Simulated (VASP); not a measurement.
Runs of VASP 6.6.1 on Cu. The structure is that of space group P6_3/mmc (No. 194), or close to it. The cells are those of the table. This isn't the form of Cu at room conditions, which is fcc.

```csv
cell,k mesh,gap on the mesh (eV),pressure (GPa)
"a = 2.511, b = 2.511, c = 4.098 Å, angles 90.0, 90.0, 120.0°, 2 atoms",18 × 18 × 10,none,4.8
"a = 2.372, b = 2.372, c = 3.882 Å, angles 90.0, 90.0, 120.0°, 2 atoms",24 × 24 × 12,none,(a)
"a = 2.304, b = 2.304, c = 3.771 Å, angles 90.0, 90.0, 120.0°, 2 atoms",24 × 24 × 12,none,91.4
"a = 2.434, b = 2.434, c = 3.975 Å, angles 90.0, 90.0, 120.0°, 2 atoms",18 × 18 × 10,none,25.7
"a = 2.536, b = 2.536, c = 4.139 Å, angles 90.0, 90.0, 120.0°, 2 atoms",18 × 18 × 10,none,(b)
```

Alike in all rows: task single point; level r2SCAN; potentials or basis VASP PAW PBE potentials, release 64 (Cu); no spin polarisation; cutoff (eV) 520; smearing gaussian 0.1 eV.

Q: Fill in the values left out.

A: (a) 51.0; (b) -0.2.

Caveats: the PAW data sets were made with another functional, which shifts forces and pressure a little; the cell stands under pressure (at least some runs).

A gap of «none» marks levels without a gap at the run's occupations.
